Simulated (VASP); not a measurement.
Crystal: Cd2SO.

```xyz
4
Lattice="3.7900 0.0000 0.0000 0.0000 3.7900 0.0000 0.0000 0.0000 5.3600" Properties=species:S:1:pos:R:3 pbc="T T T"
Cd    1.8950    0.0000    3.7520
Cd    0.0000    1.8950    1.6080
S     0.0000    0.0000    0.0000
O     1.8950    1.8950    2.6800
```

```yaml
Program: VASP 6.6.1
Task: relaxation of cell and atoms
Functional: PBE
Potentials_or_basis: VASP PAW PBE potentials, release 64 (Cd_sv_GW, S, O)
Cutoff: 600 eV
k_mesh: 4 × 4 × 3
Occupations: gaussian, width 0.15 eV
Spin: no spin polarisation
```

At the start: pressure 7.0 GPa; volume 19.25 Å³/atom.

Problem. Where does the relaxation end?

Solution. Over 5 steps the energy falls by 36.1 meV/atom and the volume is 20.76 Å³/atom (+7.9 %); space group P-4m2 (No. 115, to 0.05 Å).

The path:
| step | energy change (eV) | largest force (eV/Å) | pressure (GPa) | volume (Å³) |
| --- | --- | --- | --- | --- |
| 1 | 0.0000 | 0.4164 | 7.02 | 76.99 |
| 2 | -0.1049 | 0.1911 | -3.02 | 86.77 |
| 3 | -0.1367 | 0.2505 | -0.19 | 83.35 |
| 4 | -0.1421 | 0.1387 | -0.09 | 83.23 |
| 5 | -0.1443 | 0.0313 | 0.10 | 83.05 |

Final structure:
```yaml
crystal:
  lattice:
    - [3.90841, 0.00000, 0.00000]
    - [0.00000, 3.90841, 0.00000]
    - [0.00000, 0.00000, 5.43671]
  atoms:
    - { symbol: Cd, position: [0.50000, 0.00000, 0.70784] }
    - { symbol: Cd, position: [0.00000, 0.50000, 0.29216] }
    - { symbol: S, position: [0.00000, 0.00000, 0.00000] }
    - { symbol: O, position: [0.50000, 0.50000, 0.50000] }
```

Caveat: the k points lie up to 0.40 Å⁻¹ apart in the final cell; the relaxation stopped at a loose force limit of 0.08 eV/Å, so its end isn't a converged minimum.
